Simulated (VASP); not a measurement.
# Li7Sb (C2/m) in VASP: further runs, part 3 of 3

VASP 6.6.1.

**5. Single point, PBE**

This run uses another cell than the first one, of the same volume but with other edges.

Contents of INCAR:

```
SYSTEM = Li7Sb
PREC = Accurate ; ENCUT = 520
EDIFF = 1E-6 ; ISMEAR = 0
SIGMA = 0.1 ; LREAL = .False.
LASPH = .True. ; NELM = 100
ALGO = Normal ; ISIF = 2
LWAVE = .False. ; LCHARG = .False.
GGA = PE ; NBANDS = 23
```

Contents of KPOINTS:

```
Automatic mesh
0
Gamma
  4 4 4
  0 0 0
```

Contents of POSCAR:

```
Li7Sb
1.0
    3.8594845756      0.0000000000      3.8798731302
    3.8811883842      0.0000000000     -3.9646441440
   -3.8703364799      5.5675524345      0.0423855069
Li Sb
7 1
Direct
    0.0000000000      0.0000000000      0.5000000000
    0.5000000000      0.5000000000      0.5000000000
    0.2124441391      0.6361778408      0.7453675129
    0.5329233738      0.1091896721      0.7453675129
    0.7875558609      0.3638221592      0.2546324871
    0.4670766262      0.8908103279      0.2546324871
    1.0000000000      0.5000000000      0.0000000000
    1.0000000000      1.0000000000      1.0000000000
```

Potentials or basis: VASP PAW PBE potentials, release 64 (Li_sv, Sb).

The run is started by

```console
$ cat potpaw_PBE.64/Li_sv/POTCAR potpaw_PBE.64/Sb/POTCAR > POTCAR
$ mpirun -np 1 vasp_std > vasp.out
```

OUTCAR:

```text
SYSTEM = Li7Sb
   PREC = Accurate
   ENCUT = 520
   EDIFF = 1E-6
   ISMEAR = 0
   LREAL = .False.
   LASPH = .True.
   NELM = 100
   ISIF = 2
   GGA = PE

 ion  position               nearest neighbor table
   1  0.000  0.000  0.500-
   2  0.500  0.500  0.500-
   3  0.212  0.636  0.745-   8 2.69
   4  0.533  0.109  0.745-   8 2.69
   5  0.788  0.364  0.255-   8 2.69
   6  0.467  0.891  0.255-   8 2.69
   7  0.000  0.500  0.000-   8 2.77   8 2.77
   8  0.000  0.000  0.000-   4 2.69   6 2.69   5 2.69   3 2.69   7 2.77   7 2.77

  LATTYP: Found a base centered monoclinic cell.
 ALAT       =     7.7411371255
 B/A-ratio  =     1.4384327120
 C/A-ratio  =     0.7069466949
 COS(beta)  =    -0.6974355464

  Lattice vectors:

 A1 = (  -3.8703364799,   5.5675524345,   0.0423855069)
 A2 = (  -3.8703364799,  -5.5675524345,   0.0423855069)
 A3 = (   3.8594845756,   0.0000000000,   3.8798731302)

Analysis of symmetry for initial positions (statically):
=====================================================================
 Subroutine PRICEL returns:
 Original cell was already a primitive cell.

 Routine SETGRP: Setting up the symmetry group for a
 base centered monoclinic supercell.

 Subroutine GETGRP returns: Found  4 space group operations
 (whereof  4 operations were pure point group operations)
 out of a pool of  4 trial point group operations.

The static configuration has the point symmetry C_2h.

Analysis of symmetry for dynamics (positions and initial velocities):
=====================================================================
 Subroutine PRICEL returns:
 Original cell was already a primitive cell.

 Routine SETGRP: Setting up the symmetry group for a
 base centered monoclinic supercell.

 Subroutine GETGRP returns: Found  4 space group operations
 (whereof  4 operations were pure point group operations)
 out of a pool of  4 trial point group operations.

The dynamic configuration has the point symmetry C_2h.

 Subroutine INISYM returns: Found  4 space group operations
 (whereof  4 operations are pure point group operations),
 and found     1 'primitive' translations

----------------------------------------------------------------------------------------

                                     Primitive cell

  volume of cell :     169.0309

  direct lattice vectors                    reciprocal lattice vectors
     3.859484576  0.000000000  3.879873130     0.130587746  0.089806069  0.127838873
     3.881188384  0.000000000 -3.964644144     0.127795552  0.089806069 -0.127123992
    -3.870336480  5.567552434  0.042385507     0.000000000  0.179612139  0.000000000

  length of vectors
     5.472571306  5.548155231  6.780777323     0.203619908  0.201388536  0.179612139

  position of ions in fractional coordinates (direct lattice)
     0.000000000  1.000000000  0.500000000
     0.500000000  0.500000000  0.500000000
     0.212444139  0.636177841  0.745367513
     0.532923374  0.109189672  0.745367513
     0.787555861  0.363822159  0.254632487
     0.467076626  0.890810328  0.254632487
[... 41 lines left out ...]
            Coordinates               Weight
  0.000000  0.000000  0.000000      1.000000
  0.250000  0.000000 -0.000000      4.000000
  0.500000  0.000000 -0.000000      2.000000
  0.000000  0.250000 -0.000000      4.000000
  0.250000  0.250000 -0.000000      4.000000
  0.500000  0.250000 -0.000000      4.000000
[... 16 lines left out ...]
 -0.250000  0.250000  0.500000      2.000000
  0.500000  0.500000  0.500000      1.000000
   k-points           NKPTS =     24   k-points in BZ     NKDIM =     24   number of bands    NBANDS=     23
   number of dos      NEDOS =    301   number of ions     NIONS =      8
   total plane-waves  NPLWV =  88200
   dimension x,y,z NGX =    42 NGY =   42 NGZ =   50
   dimension x,y,z NGXF=    84 NGYF=   84 NGZF=  100
   ions per type =               7   1
   NGX,Y,Z   is equivalent  to a cutoff of  12.76, 12.58, 12.26 a.u.
   NGXF,Y,Z  is equivalent  to a cutoff of  25.52, 25.17, 24.52 a.u.
 SYSTEM =  Li7Sb
   PREC   = accura    normal or accurate (medium, high low for compatibility)
   ISTART =      0    job   : 0-new  1-cont  2-samecut
   ICHARG =      2    charge: 1-file 2-atom 10-const
   ISPIN  =      1    spin polarized calculation?
   LNONCOLLINEAR =      F non collinear calculations
   LSORBIT =      F    spin-orbit coupling
   LASPH  =      T    aspherical Exc in radial PAW
   ENCUT  =  520.0 eV  38.22 Ry    6.18 a.u.  10.18 10.32 12.61*2*pi/ulx,y,z
   NELM   =    100;   NELMIN=  2; NELMDL= -5     # of ELM steps
   EDIFF  = 0.1E-05   stopping-criterion for ELM
   LREAL  =      F    real-space projection
   EDIFFG = 0.1E-04   stopping-criterion for IOM
   NSW    =      0    number of steps for IOM
   IBRION =     -1    ionic relax: 0-MD 1-quasi-New 2-CG
   NFREE  =      0    steps in history (QN), initial steepest desc. (CG)
   ISIF   =      2    stress and relaxation
   ISYM   =      2    0-nonsym 1-usesym 2-fastsym
   POTIM  = 0.5000    time-step for ionic-motion
   TEBEG  =    0.0;   TEEND  =   0.0 temperature during run
   PSTRESS=    0.0 pullay stress
   NELECT =      26.0000    total number of electrons
   NUPDOWN=      -1.0000    fix difference up-down
   EMIN   =  10.00;   EMAX   =-10.00  energy-range for DOS
   EFERMI =   0.00;   METHOD = LEGACY
   ISMEAR =     0;   SIGMA  =   0.10  broadening in eV -4-tet -1-fermi 0-gaus
   EFERMI_NEDOS =   21; number of points for ismear=-14 and -15
   IALGO  =     38    algorithm
   IMIX   =      4    mixing-type and parameters
     AMIX     =   0.40;   BMIX     =  1.00
     AMIX_MAG =   1.60;   BMIX_MAG =  1.00
  volume/ion in A,a.u.               =      21.13       142.58
  Fermi-wavevector in a.u.,A,eV,Ry     =   0.877157  1.657586 10.468378  0.769404
  Thomas-Fermi vector in A             =   1.997066
   LORBIT       =      0    0 simple, 1 ext, 2 COOP (PROOUT), +10 PAW based schemes
   GGA     = PE    functional components
   LHFCALC =     F    Hartree Fock is set to
   AEXX    =    0.0000 exact exchange contribution
   IVDW    =     0    specifies the selected vdW correction
   LEPSILON=     F    determine dielectric tensor
   LRPA    =     F    only Hartree local field effects (RPA)
 non-spin polarized calculation
 Gauss-broadening in eV      SIGMA  =   0.10
  energy-cutoff  :      520.00
  volume of cell :      169.03
 maximum number of plane-waves:      4586
 NGX is ok and might be reduce to    42

 number of electron      26.0000008 magnetization

 Free energy of the ion-electron system (eV)
  ---------------------------------------------------
  ext. energy  EPLUGINS =         0.00000000
  ---------------------------------------------------
  free energy    TOTEN  =       -18.17507946 eV

  energy without entropy =      -18.15565597  energy(sigma->0) =      -18.16536771

 E-fermi :   1.8206     XC(G=0):  -7.4773

 val. band max:        1.8135660019   @ k =   0.5000   0.5000  -0.0000
 cond. band min:       1.8447154887   @ k =   0.5000   0.5000   0.2500
 fundamental gap:      0.0311494867
 Fermi energy:         1.8206281747

 k-point     1 :       0.0000    0.0000    0.0000
  band No.  band energies     occupation
      1     -44.9763      2.00000
      2     -44.9666      2.00000
      3     -44.9495      2.00000
      4     -44.9478      2.00000
      5     -44.9454      2.00000
      6     -44.9445      2.00000
[... 613 lines left out ...]
     22       7.7550      0.00000
     23       8.2812      0.00000

------------------------ aborting loop because EDIFF is reached ----------------------------------------

  FORCE on cell =-STRESS in cart. coord.  units (eV):
  Direction    XX          YY          ZZ          XY          YZ          ZX
  --------------------------------------------------------------------------------------
  -------------------------------------------------------------------------------------
  Total       -0.1322725      0.1995971     -0.0254074      0.0000000     -0.0000000      0.3308262
  in kB       -1.2537585      1.8919026     -0.2408266      0.0000000     -0.0000000      3.1357716
  external PRESSURE =       0.1324392 kB  Pullay stress =       0.0000000 kB

 VOLUME and BASIS-vectors are now :
 -----------------------------------------------------------------------------
  energy-cutoff  :      520.00
  volume of cell :      169.03
      direct lattice vectors                 reciprocal lattice vectors
     3.859484576  0.000000000  3.879873130     0.130587746  0.089806069  0.127838873
     3.881188384  0.000000000 -3.964644144     0.127795552  0.089806069 -0.127123992
    -3.870336480  5.567552434  0.042385507     0.000000000  0.179612139  0.000000000

 POSITION                                       TOTAL-FORCE (eV/Angst)
 -----------------------------------------------------------------------------------
     -1.93517      2.78378      0.02119         0.000000      0.000000     -0.000000
      1.93517      2.78378     -0.02119         0.000000      0.000000     -0.000000
      0.40423      4.14987     -1.66637         0.006709     -0.014271     -0.018492
     -0.40423      4.14987      1.66637        -0.006709     -0.014271      0.018492
      3.46611      1.41768      1.62398        -0.006709      0.014271      0.018492
      4.27456      1.41768     -1.70876         0.006709      0.014271     -0.018492
      1.94059      0.00000     -1.98232         0.000000      0.000000     -0.000000
      0.00000      0.00000      0.00000         0.000000      0.000000     -0.000000
 -----------------------------------------------------------------------------------
    total drift:                                0.000000      0.000000     -0.000000

  FREE ENERGIE OF THE ION-ELECTRON SYSTEM (eV)
  ---------------------------------------------------
  free  energy   TOTEN  =       -18.1750794569 eV

  energy  without entropy=      -18.1556559660  energy(sigma->0) =      -18.16536771
```

Run time: 98 s. Hardware: 1 thread of Intel Xeon Platinum 8488C (Sapphire Rapids), shared host; peak memory 0.31 GiB.

Results:

| Quantity | Value |
| --- | --- |
| Free energy | -18.1751 eV |
| Largest force | 0.024 eV/Å |
| Band gap on the k mesh | zero (band 13 reaches 2.19 eV, above the bottom of band 14 at 1.62 eV) |

Forces in eV/Å, atoms in the order of the input:
```
Li   0.000  0.000  0.000
Li   0.000  0.000  0.000
Li   0.007 -0.014 -0.018
Li  -0.007 -0.014  0.018
Li  -0.007  0.014  0.018
Li   0.007  0.014 -0.018
Li   0.000  0.000  0.000
Sb   0.000  0.000  0.000
```

Caveat: the cutoff is under 1.25 times the usual one of these potentials, so pressure, stress and relaxed cells hold a basis-set (Pulay) error; spin-orbit coupling is left out, which moves the levels of the heavy elements.

**6. Single point, PBE**

This run uses another cell than the first one, of 15.34 Å³/atom, 0.726 times its volume.

Contents of INCAR:

```
SYSTEM = Li7Sb
ALGO = Normal
EDIFF = 1E-7
ENCUT = 520
GGA = PE
ISIF = 2
ISMEAR = 0
LASPH = .True.
LCHARG = .False.
LREAL = .False.
LWAVE = .False.
NBANDS = 23
NELM = 100
PREC = Accurate
SIGMA = 0.1
```

Contents of KPOINTS:

```
k-points
0
Gamma
  4 4 4
  0 0 0
```

Contents of POSCAR:

```
Li7Sb
1.0
    3.0234206300     -4.4138414100      0.0000000000
    3.0234206300      4.4138414100      0.0000000000
   -2.9984993100      0.0000000000      4.5993762100
Li Sb
7 1
Direct
    0.0000000000      0.5000000000      0.0000000000
    0.5000000000      0.0000000000      0.0000000000
    0.5525364000      0.9298193800      0.3307163400
    0.0701806200      0.4474636000      0.6692836600
    0.4474636000      0.0701806200      0.6692836600
    0.9298193800      0.5525364000      0.3307163400
    0.5000000000      0.5000000000      0.5000000000
    0.0000000000      0.0000000000      0.0000000000
```

Potentials or basis: VASP PAW PBE potentials, release 64 (Li_sv, Sb).

The run is started by

```console
$ cat potpaw_PBE.64/Li_sv/POTCAR potpaw_PBE.64/Sb/POTCAR > POTCAR
$ mpirun -np 1 vasp_std > vasp.out
```

Wall time 76 s (1 thread of Intel Xeon Platinum 8488C (Sapphire Rapids), shared host); peak memory 0.27 GiB.

It converged, with:

```yaml
Free_energy: -14.9192 eV
Largest_force: 1.262 eV/Å
Band_gap_on_the_k_mesh: zero (band 13 reaches 4.08 eV, above the bottom of band 14 at 3.72 eV)
```

Forces in eV/Å, atoms in the order of the input:
```
Li   0.000  0.000  0.000
Li   0.000  0.000  0.000
Li  -0.210 -1.139  0.502
Li   0.210 -1.139 -0.502
Li   0.210  1.139 -0.502
Li  -0.210  1.139  0.502
Li   0.000  0.000  0.000
Sb   0.000  0.000  0.000
```

Levels at points of the mesh, in eV from the Fermi level:
```csv
k point,band 10,band 11,band 12,band 13,band 14,band 15,band 16,band 17
"(0.00, 0.00, 0.00)",-2.85,-2.31,-1.71,-1.01,0.67,0.99,1.20,1.26
"(0.50, 0.00, 0.00)",-3.30,-2.67,-1.84,-0.21,0.77,1.29,1.85,2.03
"(0.50, 0.50, 0.00)",-2.57,-2.53,-2.08,-0.66,0.84,1.04,1.04,1.83
"(0.00, 0.00, 0.50)",-3.48,-2.72,-1.12,-0.78,0.77,1.63,1.66,1.87
"(0.50, 0.00, 0.50)",-3.50,-3.04,-1.43,-0.15,-0.07,1.64,2.16,2.88
"(0.50, 0.50, 0.50)",-3.41,-3.19,-2.16,-1.83,1.46,1.46,2.38,3.02
```

Caveat: the cutoff is under 1.25 times the usual one of these potentials, so pressure, stress and relaxed cells hold a basis-set (Pulay) error; spin-orbit coupling is left out, which moves the levels of the heavy elements; forces of over 1 eV/Å act on the atoms, so gaps and moduli don't describe the material at rest.

**7. Overview**

| task | cell | k mesh | cutoff (eV) | gap on the mesh (eV) | largest force (eV/Å) |
| --- | --- | --- | --- | --- | --- |
| single point | a = 6.781, b = 6.781, c = 5.548 Å, angles 113.8, 113.8, 110.4°, 8 atoms | 8 × 8 × 10 | 520 | none | 0.01 |
| single point | a = 6.825, b = 6.825, c = 5.554 Å, angles 113.7, 113.7, 110.5°, 8 atoms | 4 × 4 × 4 | 520 | none | 0.02 |
| relaxation of cell and atoms | relaxed from a = 5.350, b = 5.350, c = 5.490 Å, angles 108.0, 108.0, 111.2°, 8 atoms | 4 × 4 × 4 | 600 | none | 0.04 |
| single point | a = 5.473, b = 5.548, c = 6.781 Å, angles 113.8, 113.5, 90.8°, 8 atoms | 4 × 4 × 4 | 520 | none | 0.02 |
| single point | a = 5.350, b = 5.350, c = 5.490 Å, angles 108.0, 108.0, 111.2°, 8 atoms | 4 × 4 × 4 | 520 | none | 1.26 |

Alike in all rows: level PBE; potentials or basis VASP PAW PBE potentials, release 64 (Li_sv, Sb); no spin polarisation; smearing gaussian 0.1 eV.

Caveats: some runs use coarse meshes; the cutoff is under 1.25 times the usual one of these potentials, so pressure, stress and relaxed cells hold a basis-set (Pulay) error; spin-orbit coupling is left out, which moves the levels of the heavy elements; the volume moved by over 15 % at a fixed basis, so the end points are rough (some runs); forces of over 1 eV/Å act on the atoms, so gaps and moduli don't describe the material at rest (some runs).

Absolute energies hang on the potentials; compare differences alone.
